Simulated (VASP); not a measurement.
**ReHg2Sb2: single point with PBE**

ReHg2Sb2:

```xyz
5
Lattice="3.6832 0.0000 0.0000 0.0000 3.6832 0.0000 0.0000 0.0000 9.5265" Properties=species:S:1:pos:R:3 pbc="T T T"
Re    0.0000    0.0000    0.0000
Hg    0.0000    1.8416    4.7633
Hg    1.8416    0.0000    4.7633
Sb    1.8416    1.8416    1.4985
Sb    1.8416    1.8416    8.0280
```

The cell was generated, and may not be a known phase.

```yaml
Program: VASP 6.6.1
Task: single point
Functional: PBE
Potentials_or_basis: VASP PAW PBE potentials, release 64 (Re_sv_GW, Hg_sv_GW, Sb_d_GW)
Cutoff: 560 eV
k_mesh: 4 × 4 × 4
Occupations: gaussian, width 0.1 eV
Spin: no spin polarisation
```

```
Pressure               : -0.1 GPa
Largest force          : 0.008 eV/Å
Band gap on the k mesh : zero (an odd number of electrons rules out a gap without spin polarisation)
```

Forces on the atoms (eV/Å):
```
Re   0.000  0.000  0.000
Hg   0.000  0.000  0.000
Hg   0.000  0.000  0.000
Sb   0.000  0.000  0.008
Sb   0.000  0.000 -0.008
```

Levels at points of the mesh, in eV from the Fermi level:
| k point | band 39 | band 40 | band 41 | band 42 | band 43 | band 44 | band 45 | band 46 | band 47 | band 48 |
| --- | --- | --- | --- | --- | --- | --- | --- | --- | --- | --- |
| (0.00, 0.00, 0.00) | -1.53 | -1.53 | -0.65 | 0.14 | 0.17 | 0.17 | 3.49 | 3.60 | 3.60 | 3.82 |
| (0.50, 0.00, 0.00) | -2.57 | -1.80 | -1.37 | -1.09 | -0.57 | 0.36 | 2.36 | 2.69 | 3.13 | 4.11 |
| (0.50, 0.50, 0.00) | -3.24 | -1.59 | -0.84 | -0.66 | -0.14 | -0.14 | 0.45 | 0.77 | 1.75 | 1.75 |
| (0.00, 0.00, 0.50) | -1.54 | -0.65 | -0.62 | 0.23 | 0.23 | 1.40 | 1.42 | 3.09 | 3.09 | 3.85 |
| (0.50, 0.00, 0.50) | -2.66 | -2.57 | -1.52 | -0.57 | -0.56 | 0.36 | 2.02 | 2.64 | 3.86 | 4.18 |
| (0.50, 0.50, 0.50) | -2.53 | -1.60 | -1.41 | -1.09 | -0.22 | -0.22 | 0.45 | 0.76 | 2.55 | 2.80 |

It took 110 s on 1 thread of Intel(R) Xeon(R) 6975P-C (Granite Rapids), with other jobs on the host, peak memory 0.34 GiB.

Caveat: the k points lie up to 0.43 Å⁻¹ apart, too coarse for converged energies and pressures of a metal; spin-orbit coupling is left out, which moves the levels of the heavy elements.
